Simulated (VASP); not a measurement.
# C in VASP: further runs

Runs on C. Level: LDA. Tasks: electric field gradients.

All numbers are computed with VASP 6.6.1; they aren't measurements. Logs are shortened: lines on timing, memory, paths and dates and some standing lists are left out, and cuts for length are marked.

**1. The cell of the first run**

The structure is cubic, space group Fd-3m (No. 227). Conventional cell: a = 3.637 Å, b = 3.637 Å, c = 3.637 Å, α = 90.00°, β = 90.00°, γ = 90.00°. C (site symmetry -43m) has 4 C at 1.57 Å within 2.1 Å.

**2. Electric field gradients, LDA (volume scaled by 1.06)**

Input file INCAR:

```
PREC = Accurate
ENCUT = 520
EDIFF = 1E-8
ISMEAR = -1
SIGMA = 0.08
LREAL = False
LASPH = True
NELM = 60
ALGO = Normal
ISIF = 2
LWAVE = False
LCHARG = False
LEFG = True
NBANDS = 11
```

Input file KPOINTS:

```
regular mesh
0
Gamma
  20 20 20
```

Input file POSCAR:

```
C
1.0
    0.0000000000      1.8183775075      1.8183775075
    1.8183775075      0.0000000000      1.8183775075
    1.8183775075      1.8183775075      0.0000000000
C
2
Direct
    0.5000000000      0.5000000000      0.5000000000
    0.7500000000      0.7500000000      0.7500000000
```

Potentials or basis: VASP PAW LDA potentials, release 64 (C).

On the command line:

```sh
$ cat potpaw_LDA.64/C/POTCAR > POTCAR
$ mpirun -np 1 vasp_std > vasp.out
```

OUTCAR:

```text
PREC = Accurate
   ENCUT = 520
   EDIFF = 1E-8
   ISMEAR = -1
   LREAL = False
   LASPH = True
   NELM = 60
   ISIF = 2

 ion  position               nearest neighbor table
   1  0.500  0.500  0.500-   2 1.57   2 1.57   2 1.57   2 1.57
   2  0.750  0.750  0.750-   1 1.57   1 1.57   1 1.57   1 1.57

  LATTYP: Found a face centered cubic cell.
 ALAT       =     3.6367550150

  Lattice vectors:

 A1 = (   0.0000000000,   1.8183775075,   1.8183775075)
 A2 = (   1.8183775075,   0.0000000000,   1.8183775075)
 A3 = (   1.8183775075,   1.8183775075,   0.0000000000)

Analysis of symmetry for initial positions (statically):
=====================================================================
 Subroutine PRICEL returns:
 Original cell was already a primitive cell.

 Routine SETGRP: Setting up the symmetry group for a
 face centered cubic supercell.

 Subroutine GETGRP returns: Found 48 space group operations
 (whereof 24 operations were pure point group operations)
 out of a pool of 48 trial point group operations.

The static configuration has the point symmetry T_d .
 The point group associated with its full space group is O_h .

Analysis of symmetry for dynamics (positions and initial velocities):
=====================================================================
 Subroutine PRICEL returns:
 Original cell was already a primitive cell.

 Routine SETGRP: Setting up the symmetry group for a
 face centered cubic supercell.

 Subroutine GETGRP returns: Found 48 space group operations
 (whereof 24 operations were pure point group operations)
 out of a pool of 48 trial point group operations.

The dynamic configuration has the point symmetry T_d .
 The point group associated with its full space group is O_h .

 Subroutine INISYM returns: Found 48 space group operations
 (whereof 24 operations are pure point group operations),
 and found     1 'primitive' translations

----------------------------------------------------------------------------------------

                                     Primitive cell

  volume of cell :      12.0249

  direct lattice vectors                    reciprocal lattice vectors
     0.000000000  1.818377507  1.818377507    -0.274970405  0.274970405  0.274970405
     1.818377507  0.000000000  1.818377507     0.274970405 -0.274970405  0.274970405
[... 134 lines left out ...]
 val. band max:        8.8885829035   @ k =   0.0000   0.0000   0.0000
 cond. band min:      12.8506789269   @ k =   0.3500   0.3500   0.0000
 fundamental gap:      3.9620960234
 Fermi energy:        10.2921477977

 k-point     1 :       0.0000    0.0000    0.0000
  band No.  band energies     occupation
      1     -11.6685      2.00000
      2       8.8886      2.00000
      3       8.8886      2.00000
      4       8.8886      2.00000
      5      14.2676      0.00000
      6      14.2676      0.00000
      7      14.2676      0.00000
      8      21.1395      0.00000
      9      27.1468      0.00000
     10      34.8776      0.00000
     11      34.8776      0.00000
[... 309 lines left out ...]
 k-point    24 :      -0.3500    0.0500    0.0000
  band No.  band energies     occupation
      1      -8.1387      2.00000
      2      -0.9917      2.00000
      3       6.0465      2.00000
      4       6.6732      2.00000
      5      16.8343      0.00000
      6      17.0760      0.00000
      7      17.2218      0.00000
      8      23.3064      0.00000
      9      28.8490      0.00000
     10      31.0839      0.00000
     11      32.1250      0.00000

 [... further k-points ...]

------------------------ aborting loop because EDIFF is reached ----------------------------------------

  FORCE on cell =-STRESS in cart. coord.  units (eV):
  Direction    XX          YY          ZZ          XY          YZ          ZX
  --------------------------------------------------------------------------------------
  -------------------------------------------------------------------------------------
  Total       -2.5344817     -2.5344817     -2.5344817     -0.0000000      0.0000000     -0.0000000
  in kB     -337.6895255   -337.6895255   -337.6895255     -0.0000000      0.0000000     -0.0000000
  external PRESSURE =    -337.6895255 kB  Pullay stress =       0.0000000 kB

 VOLUME and BASIS-vectors are now :
 -----------------------------------------------------------------------------
  energy-cutoff  :      520.00
  volume of cell :       12.02
      direct lattice vectors                 reciprocal lattice vectors
     0.000000000  1.818377507  1.818377507    -0.274970405  0.274970405  0.274970405
     1.818377507  0.000000000  1.818377507     0.274970405 -0.274970405  0.274970405
     1.818377507  1.818377507  0.000000000     0.274970405  0.274970405 -0.274970405

 POSITION                                       TOTAL-FORCE (eV/Angst)
 -----------------------------------------------------------------------------------
      1.81838      1.81838      1.81838         0.000000      0.000000      0.000000
      2.72757      2.72757      2.72757        -0.000000     -0.000000     -0.000000
 -----------------------------------------------------------------------------------
    total drift:                                0.000000     -0.000000      0.000000

  FREE ENERGIE OF THE ION-ELECTRON SYSTEM (eV)
  ---------------------------------------------------
  free  energy   TOTEN  =       -20.1377711557 eV

  energy  without entropy=      -20.1377711556  energy(sigma->0) =      -20.13777116

 Electric field gradients (V/A^2)
---------------------------------------------------------------------
 ion       V_xx      V_yy      V_zz      V_xy      V_xz      V_yz
---------------------------------------------------------------------
   1       0.000    -0.000    -0.000     0.000     0.000     0.000
   2      -0.000    -0.000    -0.000     0.000     0.000     0.000
---------------------------------------------------------------------

 Electric field gradients after diagonalization (V/A^2)
 (convention: |V_zz| > |V_xx| > |V_yy|)
----------------------------------------------------------------------
 ion       V_xx      V_yy      V_zz     asymmetry (V_yy - V_xx)/ V_zz
----------------------------------------------------------------------
   1      -0.000    -0.000     0.000       0.000
   2      -0.000    -0.000     0.000       0.000
----------------------------------------------------------------------

           NMR quadrupolar parameters

 Cq : quadrupolar parameter    Cq=e*Q*V_zz/h
 eta: asymmetry parameters     (V_yy - V_xx)/ V_zz
 Q  : nuclear electric quadrupole moment in mb (millibarn)
----------------------------------------------------------------------
 ion       Cq(MHz)       eta       Q (mb)
----------------------------------------------------------------------
   1       0.000       0.000       1.000
   2       0.000       0.000       1.000
----------------------------------------------------------------------
```

OSZICAR:

```text
N       E                     dE             d eps       ncg     rms          rms(c)
DAV:   1    -0.101379696772E+01   -0.10138E+01   -0.47659E+03  5931   0.695E+02
DAV:   2    -0.204226369558E+02   -0.19409E+02   -0.18822E+02  7434   0.125E+02
DAV:   3    -0.208171396079E+02   -0.39450E+00   -0.39320E+00  6542   0.136E+01
DAV:   4    -0.208179939110E+02   -0.85430E-03   -0.85428E-03  6129   0.775E-01
DAV:   5    -0.208179951936E+02   -0.12826E-05   -0.12826E-05  6444   0.281E-02    0.527E+00
DAV:   6    -0.203154804791E+02    0.50251E+00   -0.26413E-01  5782   0.352E+00    0.306E+00
DAV:   7    -0.201380510605E+02    0.17743E+00   -0.31857E-01  6190   0.387E+00    0.630E-01
DAV:   8    -0.201377813021E+02    0.26976E-03   -0.83061E-03  5902   0.733E-01    0.272E-02
DAV:   9    -0.201377694346E+02    0.11867E-04   -0.32112E-05  6457   0.447E-02    0.201E-02
DAV:  10    -0.201377712489E+02   -0.18142E-05   -0.21491E-06  6202   0.118E-02    0.460E-03
DAV:  11    -0.201377711641E+02    0.84826E-07   -0.10008E-07  6321   0.233E-03    0.775E-04
DAV:  12    -0.201377711557E+02    0.83414E-08   -0.28949E-09  3617   0.483E-04
   1 F= -.20137771E+02 E0= -.20137771E+02  d E =-.110244E-09
```

Run time: 18 s. Hardware: 1 thread of AMD EPYC 9R14 (Zen 4), shared host; peak memory 0.1 GiB.

Results:

```yaml
Free_energy: -20.1378 eV
Pressure: -33.8 GPa
Band_gap_on_the_k_mesh: 3.96 eV, indirect (least direct gap 5.38 eV)
```

Levels at points of the mesh, in eV from the valence-band top:
| k point | band 1 | band 2 | band 3 | band 4 | band 5 | band 6 | band 7 | band 8 |
| --- | --- | --- | --- | --- | --- | --- | --- | --- |
| (0.00, 0.00, 0.00) | -20.56 | 0.00 | 0.00 | 0.00 | 5.38 | 5.38 | 5.38 | 12.25 |
| (0.50, 0.00, 0.00) | -15.04 | -12.73 | -2.64 | -2.64 | 8.13 | 8.13 | 8.23 | 14.87 |
| (0.50, 0.50, 0.00) | -12.21 | -12.21 | -5.95 | -5.95 | 4.57 | 4.57 | 15.76 | 15.76 |

Caveat: without QUAD_EFG the Cq values of the log hold for a quadrupole moment of 1 mb, not for the nuclei.

**3. Electric field gradients, LDA (equal xy, yz and zx shear strains of +1 %)**

Input file INCAR:

```
  ALGO = Normal
  EDIFF = 1E-8
  ENCUT = 520
  GGA = CA
  ISIF = 2
  ISMEAR = -1
  LASPH = T
  LCHARG = F
  LEFG = T
  LREAL = F
  LWAVE = F
  NBANDS = 11
  NELM = 100
  PREC = Accurate
  SIGMA = 0.08
```

Input file KPOINTS:

```
k-points
0
Gamma
  20 20 20
```

Input file POSCAR:

```
C
1.0
    0.0178340000      1.7923170000      1.7923170000
    1.7923170000      0.0178340000      1.7923170000
    1.7923170000      1.7923170000      0.0178340000
C
2
Direct
    0.5000000000      0.5000000000      0.5000000000
    0.7500000000      0.7500000000      0.7500000000
```

Potentials or basis: VASP PAW LDA potentials, release 64 (C).

On the command line:

```sh
$ cat potpaw_LDA.64/C/POTCAR > POTCAR
$ mpirun -np 1 vasp_std > vasp.out
```

OUTCAR:

```text
EDIFF = 1E-8
   ENCUT = 520
   GGA = CA
   ISIF = 2
   ISMEAR = -1
   LASPH = T
   LREAL = F
   NELM = 100
   PREC = Accurate

 ion  position               nearest neighbor table
   1  0.500  0.500  0.500-   2 1.54   2 1.54   2 1.54   2 1.56
   2  0.750  0.750  0.750-   1 1.54   1 1.54   1 1.54   1 1.56

  LATTYP: Found a trigonal (rhomboedric) cell.
 ALAT       =     2.5347817477
 COS(alpha) =     0.5099250056

  Lattice vectors:

 A1 = (   0.0178340000,   1.7923170000,   1.7923170000)
 A2 = (   1.7923170000,   0.0178340000,   1.7923170000)
 A3 = (   1.7923170000,   1.7923170000,   0.0178340000)

Analysis of symmetry for initial positions (statically):
=====================================================================
 Subroutine PRICEL returns:
 Original cell was already a primitive cell.

 Routine SETGRP: Setting up the symmetry group for a
 trigonal (rhombohedral) supercell.

 Subroutine GETGRP returns: Found 12 space group operations
 (whereof  6 operations were pure point group operations)
 out of a pool of 12 trial point group operations.

The static configuration has the point symmetry C_3v.
 The point group associated with its full space group is D_3d.

Analysis of symmetry for dynamics (positions and initial velocities):
=====================================================================
 Subroutine PRICEL returns:
 Original cell was already a primitive cell.

 Routine SETGRP: Setting up the symmetry group for a
 trigonal (rhombohedral) supercell.

 Subroutine GETGRP returns: Found 12 space group operations
 (whereof  6 operations were pure point group operations)
 out of a pool of 12 trial point group operations.
[... 164 lines left out ...]
      7      15.4189      0.00000
      8      23.3013      0.00000
      9      28.7333      0.00000
     10      36.3586      0.00000
     11      36.3586      0.00000
[... 309 lines left out ...]
 k-point    24 :      -0.3500    0.0500   -0.0000
  band No.  band energies     occupation
      1      -7.8749      2.00000
      2      -0.5492      2.00000
      3       6.6917      2.00000
      4       7.3591      2.00000
      5      17.7342      0.00000
      6      18.3013      0.00000
      7      18.6869      0.00000
      8      24.7939      0.00000
      9      30.4441      0.00000
     10      32.3502      0.00000
     11      33.9790      0.00000

 [... further k-points ...]
[... 5 lines left out ...]
  --------------------------------------------------------------------------------------
  -------------------------------------------------------------------------------------
  Total       -0.8139893     -0.8139893     -0.8139893     -0.3917302     -0.3917302     -0.3917302
  in kB     -114.9702450   -114.9702450   -114.9702450    -55.3291213    -55.3291213    -55.3291213
  external PRESSURE =    -114.9702450 kB  Pullay stress =       0.0000000 kB

 VOLUME and BASIS-vectors are now :
 -----------------------------------------------------------------------------
  energy-cutoff  :      520.00
  volume of cell :       11.34
      direct lattice vectors                 reciprocal lattice vectors
     0.017834000  1.792317000  1.792317000    -0.283167124  0.280377300  0.280377300
     1.792317000  0.017834000  1.792317000     0.280377300 -0.283167124  0.280377300
     1.792317000  1.792317000  0.017834000     0.280377300  0.280377300 -0.283167124

 POSITION                                       TOTAL-FORCE (eV/Angst)
 -----------------------------------------------------------------------------------
      1.80123      1.80123      1.80123         0.020386      0.020386      0.020386
      2.70185      2.70185      2.70185        -0.020386     -0.020386     -0.020386
 -----------------------------------------------------------------------------------
    total drift:                                0.000000     -0.000000      0.000000

  FREE ENERGIE OF THE ION-ELECTRON SYSTEM (eV)
  ---------------------------------------------------
  free  energy   TOTEN  =       -20.2293988283 eV

  energy  without entropy=      -20.2293988281  energy(sigma->0) =      -20.22939883

 Electric field gradients (V/A^2)
---------------------------------------------------------------------
 ion       V_xx      V_yy      V_zz      V_xy      V_xz      V_yz
---------------------------------------------------------------------
   1      -0.000    -0.000     0.000     1.104     1.104     1.104
   2      -0.000    -0.000     0.000     1.104     1.104     1.104
---------------------------------------------------------------------

 Electric field gradients after diagonalization (V/A^2)
 (convention: |V_zz| > |V_xx| > |V_yy|)
----------------------------------------------------------------------
 ion       V_xx      V_yy      V_zz     asymmetry (V_yy - V_xx)/ V_zz
----------------------------------------------------------------------
   1      -1.104    -1.104     2.208       0.000
   2      -1.104    -1.104     2.208       0.000
----------------------------------------------------------------------

           NMR quadrupolar parameters

 Cq : quadrupolar parameter    Cq=e*Q*V_zz/h
 eta: asymmetry parameters     (V_yy - V_xx)/ V_zz
 Q  : nuclear electric quadrupole moment in mb (millibarn)
----------------------------------------------------------------------
 ion       Cq(MHz)       eta       Q (mb)
----------------------------------------------------------------------
   1       0.005       0.000       1.000
   2       0.005       0.000       1.000
----------------------------------------------------------------------
```

It took 54 s on 1 thread of Intel Xeon Platinum 8375C at 2.90GHz (Ice Lake), shared host; peak memory 0.17 GiB.

Results:

```yaml
Free_energy: -20.2294 eV
Pressure: -11.5 GPa
Largest_force: 0.035 eV/Å
Band_gap_on_the_k_mesh: 4.09 eV, indirect (least direct gap 5.22 eV)
```

Forces on the atoms (eV/Å):
```
C    0.020  0.020  0.020
C   -0.020 -0.020 -0.020
```

Stress tensor (GPa, compression positive):
```
-11.50  -5.53  -5.53
 -5.53 -11.50  -5.53
 -5.53  -5.53 -11.50
```

Electric field gradients, principal values (V/Å²):
```tsv
atom	least	middle	greatest (by size)
1 C	-1.104	-1.104	2.208
2 C	-1.104	-1.104	2.208
```

Caveat: the cell differs from its parent crystal (equal xy, yz and zx shear strains of +1 %); without QUAD_EFG the Cq values of the log hold for a quadrupole moment of 1 mb, not for the nuclei. A k mesh can miss the band edges.

[end of part 1 of 3]
